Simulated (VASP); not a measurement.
# EuS (Fm-3m) in VASP: further runs

Runs on EuS. Level: PBE+U. Tasks: single point.

All numbers are computed with VASP 6.6.1; they aren't measurements. Logs are shortened: lines on timing, memory, paths and dates and some standing lists are left out, and cuts for length are marked.

### Step 1. The cell of the first run

It takes space group Fm-3m (No. 225, cubic). Conventional cell: a = 5.957 Å, b = 5.957 Å, c = 5.957 Å, α = 90.00°, β = 90.00°, γ = 90.00°. Within 3.9 Å of Eu (site symmetry m-3m) lie 6 S at 2.98 Å. Within 3.9 Å of S (site symmetry m-3m) lie 6 Eu at 2.98 Å.

### Step 2. Single point, PBE+U, collinear spin, ferromagnetic start

INCAR

```
ALGO = Normal ; EDIFF = 1E-6
ENCUT = 600 ; GGA = PE
GGA_COMPAT = F ; ISIF = 2
ISMEAR = 0 ; ISPIN = 2
LASPH = T ; LCHARG = F
LDAU = T ; LDAUJ = 0 0
LDAUL = 3 -1 ; LDAUPRINT = 1
LDAUTYPE = 2 ; LDAUU = 6 0
LMAXMIX = 6 ; LORBIT = 11
LREAL = F ; LWAVE = F
MAGMOM = 7 0 ; NBANDS = 22
NELM = 200 ; PREC = Accurate
SIGMA = 0.05
```

KPOINTS

```
k-points
0
Gamma
  4 4 4
```

POSCAR

```
EuS
1.0
    0.0000000000      2.9785018670      2.9785018670
    2.9785018670      0.0000000000      2.9785018670
    2.9785018670      2.9785018670      0.0000000000
Eu S
1 1
Direct
    0.5000000000      0.5000000000      0.5000000000
    0.0000000000      0.0000000000      0.0000000000
```

Potentials or basis: VASP PAW PBE potentials, release 64 (Eu, S).

Started as:

```
cat potpaw_PBE.64/Eu/POTCAR potpaw_PBE.64/S/POTCAR > POTCAR
mpirun -np 1 vasp_std > vasp.out
```

OUTCAR:

```text
EDIFF = 1E-6
   ENCUT = 600
   GGA = PE
   ISIF = 2
   ISMEAR = 0
   ISPIN = 2
   LASPH = T
   LORBIT = 11
   LREAL = F
   NELM = 200
   PREC = Accurate

 ion  position               nearest neighbor table
   1  0.500  0.500  0.500-   2 2.98   2 2.98   2 2.98   2 2.98   2 2.98   2 2.98
   2  0.000  0.000  0.000-   1 2.98   1 2.98   1 2.98   1 2.98   1 2.98   1 2.98

  LATTYP: Found a face centered cubic cell.
 ALAT       =     5.9570037340

  Lattice vectors:

 A1 = (   0.0000000000,   2.9785018670,   2.9785018670)
 A2 = (   2.9785018670,   0.0000000000,   2.9785018670)
 A3 = (   2.9785018670,   2.9785018670,   0.0000000000)

Analysis of symmetry for initial positions (statically):
=====================================================================
 Subroutine PRICEL returns:
 Original cell was already a primitive cell.

 Routine SETGRP: Setting up the symmetry group for a
 face centered cubic supercell.

 Subroutine GETGRP returns: Found 48 space group operations
 (whereof 48 operations were pure point group operations)
 out of a pool of 48 trial point group operations.

The static configuration has the point symmetry O_h .

Analysis of symmetry for dynamics (positions and initial velocities):
=====================================================================
 Subroutine PRICEL returns:
 Original cell was already a primitive cell.

 Routine SETGRP: Setting up the symmetry group for a
 face centered cubic supercell.

 Subroutine GETGRP returns: Found 48 space group operations
 (whereof 48 operations were pure point group operations)
 out of a pool of 48 trial point group operations.

The dynamic configuration has the point symmetry O_h .

Analysis of structural, dynamic, and magnetic symmetry:
=====================================================================
 Subroutine PRICEL returns:
 Original cell was already a primitive cell.

 Routine SETGRP: Setting up the symmetry group for a
 face centered cubic supercell.

 Subroutine GETGRP returns: Found 48 space group operations
 (whereof 48 operations were pure point group operations)
 out of a pool of 48 trial point group operations.

The overall configuration has the point symmetry O_h .

 Subroutine INISYM returns: Found 48 space group operations
 (whereof 48 operations are pure point group operations),
 and found     1 'primitive' translations

----------------------------------------------------------------------------------------

                                     Primitive cell

  volume of cell :      52.8474

  direct lattice vectors                    reciprocal lattice vectors
     0.000000000  2.978501867  2.978501867    -0.167869628  0.167869628  0.167869628
     2.978501867  0.000000000  2.978501867     0.167869628 -0.167869628  0.167869628
     2.978501867  2.978501867  0.000000000     0.167869628  0.167869628 -0.167869628

  length of vectors
     4.212237736  4.212237736  4.212237736     0.290758725  0.290758725  0.290758725

  position of ions in fractional coordinates (direct lattice)
     0.500000000  0.500000000  0.500000000
     0.000000000  0.000000000  0.000000000
[... 111 lines left out ...]
 -0.0007 -0.0000  0.9758  0.0000 -0.0000 -0.0000  0.0000
 -0.0000 -0.0000  0.0000  0.9749  0.0000  0.0000  0.0000
  0.0000 -0.0000 -0.0000  0.0000  0.9758 -0.0000  0.0007
 -0.0000  0.0000 -0.0000  0.0000 -0.0000  0.9764 -0.0000
  0.0000 -0.0000  0.0000  0.0000  0.0007 -0.0000  0.9754

spin component  2

  0.0018  0.0000  0.0009  0.0000 -0.0000  0.0000 -0.0000
  0.0000  0.0000  0.0000  0.0000 -0.0000  0.0000  0.0000
  0.0009  0.0000  0.0014  0.0000  0.0000 -0.0000  0.0000
  0.0000  0.0000  0.0000  0.0025 -0.0000 -0.0000 -0.0000
 -0.0000 -0.0000  0.0000 -0.0000  0.0014  0.0000 -0.0009
  0.0000  0.0000 -0.0000 -0.0000  0.0000  0.0007  0.0000
 -0.0000  0.0000  0.0000 -0.0000 -0.0009  0.0000  0.0018

 occupancies and eigenvectors

  o =  0.0000  v =  0.0000  0.0000  0.0000  0.0000  0.0000  0.0000  0.0000 -0.0000 -1.0000  0.0000  0.0000  0.0000  0.0000  0.0000      0.0000  0.0000  0.0000  0.0000  0.0000  0.0000  0.0000  0.0000  0.0000  0.0000  0.0000  0.0000  0.0000  0.0000
  o =  0.0007  v =  0.0000  0.0000  0.0000  0.0000  0.0000  0.0000  0.0000 -0.0058 -0.0000  0.0075 -0.0000 -0.7905  0.0017 -0.6123      0.0000  0.0000  0.0000  0.0000  0.0000  0.0000  0.0000  0.0000  0.0000  0.0000  0.0000  0.0000  0.0000  0.0000
  o =  0.0007  v =  0.0000  0.0000  0.0000  0.0000  0.0000  0.0000  0.0000  0.6123 -0.0000 -0.7905 -0.0000 -0.0075 -0.0019 -0.0058      0.0000  0.0000  0.0000  0.0000  0.0000  0.0000  0.0000  0.0000  0.0000  0.0000  0.0000  0.0000  0.0000  0.0000
  o =  0.0007  v =  0.0000  0.0000  0.0000  0.0000  0.0000  0.0000  0.0000  0.0012  0.0000 -0.0015  0.0000  0.0013  1.0000  0.0010      0.0000  0.0000  0.0000  0.0000  0.0000  0.0000  0.0000  0.0000  0.0000  0.0000  0.0000  0.0000  0.0000  0.0000
  o =  0.0025  v =  0.0000  0.0000  0.0000  0.0000  0.0000  0.0000  0.0000 -0.0334  0.0000 -0.0259  0.0045 -0.6118 -0.0000  0.7899      0.0000  0.0000  0.0000  0.0000  0.0000  0.0000  0.0000  0.0000  0.0000  0.0000  0.0000  0.0000  0.0000  0.0000
  o =  0.0025  v =  0.0000  0.0000  0.0000  0.0000  0.0000  0.0000  0.0000 -0.7899 -0.0000 -0.6118  0.0012  0.0259 -0.0000 -0.0334      0.0000  0.0000  0.0000  0.0000  0.0000  0.0000  0.0000  0.0000  0.0000  0.0000  0.0000  0.0000  0.0000  0.0000
  o =  0.0025  v =  0.0000  0.0000  0.0000  0.0000  0.0000  0.0000  0.0000 -0.0011 -0.0000 -0.0008 -1.0000 -0.0027  0.0000  0.0035      0.0000  0.0000  0.0000  0.0000  0.0000  0.0000  0.0000  0.0000  0.0000  0.0000  0.0000  0.0000  0.0000  0.0000
  o =  0.9749  v =  0.0013  0.0000  0.0010  0.0128  0.6123 -0.0000 -0.7905  0.0000  0.0000  0.0000  0.0000  0.0000  0.0000  0.0000      0.0000  0.0000  0.0000  0.0000  0.0000  0.0000  0.0000  0.0000  0.0000  0.0000  0.0000  0.0000  0.0000  0.0000
  o =  0.9749  v =  0.7906  0.0000  0.6124 -0.0001 -0.0010  0.0000  0.0013  0.0000  0.0000  0.0000  0.0000  0.0000  0.0000  0.0000      0.0000  0.0000  0.0000  0.0000  0.0000  0.0000  0.0000  0.0000  0.0000  0.0000  0.0000  0.0000  0.0000  0.0000
  o =  0.9749  v = -0.0001 -0.0000 -0.0001 -0.9999  0.0078  0.0000 -0.0101  0.0000  0.0000  0.0000  0.0000  0.0000  0.0000  0.0000      0.0000  0.0000  0.0000  0.0000  0.0000  0.0000  0.0000  0.0000  0.0000  0.0000  0.0000  0.0000  0.0000  0.0000
  o =  0.9750  v =  0.0000 -1.0000  0.0000  0.0000  0.0000 -0.0000 -0.0000  0.0000  0.0000  0.0000  0.0000  0.0000  0.0000  0.0000      0.0000  0.0000  0.0000  0.0000  0.0000  0.0000  0.0000  0.0000  0.0000  0.0000  0.0000  0.0000  0.0000  0.0000
  o =  0.9764  v = -0.0000 -0.0000 -0.0000  0.0000 -0.1010  0.9918 -0.0783  0.0000  0.0000  0.0000  0.0000  0.0000  0.0000  0.0000      0.0000  0.0000  0.0000  0.0000  0.0000  0.0000  0.0000  0.0000  0.0000  0.0000  0.0000  0.0000  0.0000  0.0000
  o =  0.9764  v =  0.6124  0.0000 -0.7906 -0.0000  0.0000 -0.0000  0.0000  0.0000  0.0000  0.0000  0.0000  0.0000  0.0000  0.0000      0.0000  0.0000  0.0000  0.0000  0.0000  0.0000  0.0000  0.0000  0.0000  0.0000  0.0000  0.0000  0.0000  0.0000
  o =  0.9764  v = -0.0000 -0.0000 -0.0000 -0.0000 -0.7841 -0.1278 -0.6074  0.0000  0.0000  0.0000  0.0000  0.0000  0.0000  0.0000      0.0000  0.0000  0.0000  0.0000  0.0000  0.0000  0.0000  0.0000  0.0000  0.0000  0.0000  0.0000  0.0000  0.0000

 number of electron      22.9999997 magnetization       6.9999997

 Free energy of the ion-electron system (eV)
  ---------------------------------------------------
  ext. energy  EPLUGINS =         0.00000000
  ---------------------------------------------------
  free energy    TOTEN  =       -19.12739625 eV

  energy without entropy =      -19.12739625  energy(sigma->0) =      -19.12739625

 E-fermi :   3.4526     XC(G=0):  -9.5500

 val. band max:        3.2470747242   @ k =   0.0000   0.0000   0.0000
 cond. band min:       3.6595647292   @ k =   0.5000   0.5000   0.0000
 fundamental gap:      0.4124900051
 Fermi energy:         3.4526175280

 spin component 1

 k-point     1 :       0.0000    0.0000    0.0000
  band No.  band energies     occupation
      1     -36.3859      1.00000
      2     -15.2710      1.00000
      3     -15.2710      1.00000
      4     -15.2710      1.00000
      5      -9.1479      1.00000
      6       1.2684      1.00000
[... 189 lines left out ...]
     21      11.7123      0.00000
     22      12.5368      0.00000
 Fermi energy:         3.4526175280

 spin component 2

 k-point     1 :       0.0000    0.0000    0.0000
  band No.  band energies     occupation
      1     -33.2477      1.00000
      2     -12.9954      1.00000
      3     -12.9954      1.00000
      4     -12.9954      1.00000
      5      -9.1534      1.00000
      6       1.7519      1.00000
[... 189 lines left out ...]
     21      13.1960      0.00000
     22      13.3650      0.00000

------------------------ aborting loop because EDIFF is reached ----------------------------------------

  FORCE on cell =-STRESS in cart. coord.  units (eV):
  Direction    XX          YY          ZZ          XY          YZ          ZX
  --------------------------------------------------------------------------------------
  -------------------------------------------------------------------------------------
  Total        0.4142748      0.4142748      0.4142748     -0.0000000      0.0000000     -0.0000000
  in kB       12.5595909     12.5595909     12.5595909     -0.0000000      0.0000000     -0.0000000
  external PRESSURE =      12.5595909 kB  Pullay stress =       0.0000000 kB

 VOLUME and BASIS-vectors are now :
 -----------------------------------------------------------------------------
  energy-cutoff  :      600.00
  volume of cell :       52.85
      direct lattice vectors                 reciprocal lattice vectors
     0.000000000  2.978501867  2.978501867    -0.167869628  0.167869628  0.167869628
     2.978501867  0.000000000  2.978501867     0.167869628 -0.167869628  0.167869628
     2.978501867  2.978501867  0.000000000     0.167869628  0.167869628 -0.167869628

 POSITION                                       TOTAL-FORCE (eV/Angst)
 -----------------------------------------------------------------------------------
      2.97850      2.97850      2.97850         0.000000     -0.000000      0.000000
      0.00000      0.00000      0.00000        -0.000000      0.000000     -0.000000
 -----------------------------------------------------------------------------------
    total drift:                                0.000000      0.000000      0.000000

  FREE ENERGIE OF THE ION-ELECTRON SYSTEM (eV)
  ---------------------------------------------------
  free  energy   TOTEN  =       -19.1273962470 eV

  energy  without entropy=      -19.1273962469  energy(sigma->0) =      -19.12739625

 total charge

# of ion       s       p       d       f       tot
--------------------------------------------------
    1        2.029   5.790   0.242   6.831  14.892
    2        1.316   2.455   0.000   0.000   3.770
--------------------------------------------------
tot          3.345   8.245   0.242   6.831  18.662

 magnetization (x)

# of ion       s       p       d       f       tot
--------------------------------------------------
    1       -0.016  -0.118   0.043   6.812   6.722
    2       -0.006  -0.053   0.000   0.000  -0.059
--------------------------------------------------
tot         -0.022  -0.170   0.043   6.812   6.663
```

Wall time 2.4 min (1 thread of AMD EPYC, shared host); peak memory 0.22 GiB.

What came out:

| Quantity | Value |
| --- | --- |
| Free energy | -19.1274 eV |
| Pressure | 1.3 GPa |
| Band gap on the k mesh | 0.41 eV (least direct gap 0.68 eV) |
| Net moment | 7.00 μB per cell |
| Site moments | Eu +6.72; S -0.06 μB |
| Valence electrons inside the program's atomic spheres | Eu 14.89; S 3.77 |

Levels at points of the mesh, in eV from the valence-band top:
Spin up:
| k point | band 12 | band 13 | band 14 | band 15 | band 16 | band 17 | band 18 | band 19 |
| --- | --- | --- | --- | --- | --- | --- | --- | --- |
| (0.00, 0.00, 0.00) | -0.57 | 0.00 | 0.00 | 0.00 | 2.04 | 2.34 | 2.34 | 2.34 |
| (0.50, 0.00, 0.00) | -0.60 | -0.60 | -0.57 | -0.57 | 4.09 | 4.52 | 5.00 | 5.00 |
| (0.50, 0.50, 0.00) | -0.62 | -0.59 | -0.27 | -0.27 | 0.41 | 4.39 | 4.46 | 5.84 |
Spin down:
| k point | band 4 | band 5 | band 6 | band 7 | band 8 | band 9 | band 10 | band 11 | band 12 | band 13 |
| --- | --- | --- | --- | --- | --- | --- | --- | --- | --- | --- |
| (0.00, 0.00, 0.00) | -16.24 | -12.40 | -1.50 | -1.50 | -1.50 | 2.47 | 2.99 | 2.99 | 2.99 | 3.96 |
| (0.50, 0.00, 0.00) | -16.27 | -11.36 | -4.09 | -2.68 | -2.68 | 4.24 | 5.20 | 5.97 | 5.97 | 7.46 |
| (0.50, 0.50, 0.00) | -16.38 | -12.06 | -2.66 | -1.86 | -1.86 | 0.92 | 5.06 | 5.24 | 6.78 | 7.26 |

Eigenvalues of the final occupation matrices:
| site | spin | trace | eigenvalues |
| --- | --- | --- | --- |
| site 1 f | 1 | 6.83 | 0.97 0.97 0.97 0.98 0.98 0.98 0.98 |
| site 1 f | 2 | 0.01 | 0.00 0.00 0.00 0.00 0.00 0.00 0.00 |

Caveat: the k points lie up to 0.46 Å⁻¹ apart; semilocal functionals underestimate gaps, and a narrow one can read as zero; spin-orbit coupling is left out, which moves the levels of the heavy elements; a cell with one magnetic atom can't hold antiferromagnetic order, which such compounds often take.

(Part 1 of 2 ends here.)
